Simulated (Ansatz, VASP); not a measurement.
Si4H26C5O5 in VASP and in Ansatz

```xyz
40
Lattice="8.7634 0.0000 0.0000 0.0000 8.7634 0.0000 0.0000 0.0000 8.7634" Properties=species:S:1:pos:R:3 pbc="T T T"
Si    3.9237    4.4911    2.9425
Si    5.9745    2.5728    6.1417
Si    8.1342    5.7326    0.3502
Si    7.7444    1.7567    1.9769
H     5.0167    3.9375    2.0791
H     3.2765    3.3586    3.6775
H     4.5089    5.4331    3.9465
H     2.9020    5.1961    2.1076
H     6.6975    3.8672    5.9162
H     4.6844    2.8851    6.8362
H     5.7099    1.9269    4.8278
H     6.8147    1.6960    7.0159
H     8.4809    4.6358   -0.5988
H     6.6616    5.7040    0.6202
H     8.8696    5.5384    1.6354
H     8.4939    7.0542   -0.2465
H     7.2891    2.6433    0.8617
H     8.2620    2.5969    3.0975
H     6.5889    0.9453    2.4696
H     8.8203    0.8437    1.4861
H     0.5917    6.2403    4.3298
H     0.4103    4.3407    4.2374
H     5.3691    6.3834    6.5445
H     5.7434    7.6771    7.8716
H     2.0117    1.3418    3.8938
H     2.3574   -0.4087    3.2670
H     3.9848    1.0912    1.9768
H     4.6707    0.8510    0.2209
H     1.9417    3.4639    7.4205
H     2.2904    1.6132    7.1833
O     1.3339    5.1316    5.8694
O     4.7490    8.3026    6.2005
O     0.8478   -0.1773    4.6160
O     3.9262   -0.7874    1.1641
O     2.3564    2.3466    9.0793
C     0.7717    5.2401    4.7980
C     5.2878    7.4518    6.8781
C     1.7398    0.2549    3.9143
C     4.1909    0.3958    1.1236
C     2.1859    2.4795    7.8810
```

Alike in both runs: functional PBE; dispersion D3(BJ); k mesh 1 × 1 × 1; occupations fermi-dirac, width 0.02 eV; no spin polarisation.

Ansatz relaxed the structure, and its values are those at the end. VASP's run is a single point on that final structure, the one shown.

|  | VASP | Ansatz |
| --- | --- | --- |
| version | VASP 6.6.1 | Ansatz 0.2.0 |
| potentials or method | VASP PAW PBE potentials, release 64 (Si, H_h, O_h, C_h), cutoff 1000 eV | scalar-relativistic, plane waves, PAW |
| valence electrons in the cell | 92 | 92 |

VASP gave:

```
gap on the k mesh at the Fermi level (eV) : 3.21
rms of the force components (eV/Å)        : 0.067
```

Problem. Estimate Ansatz's values.

Solution. gap on the k mesh at the Fermi level (eV): 3.20; rms of the force components (eV/Å): 0.068.

Ansatz's warnings: xc potential rough in thin density.
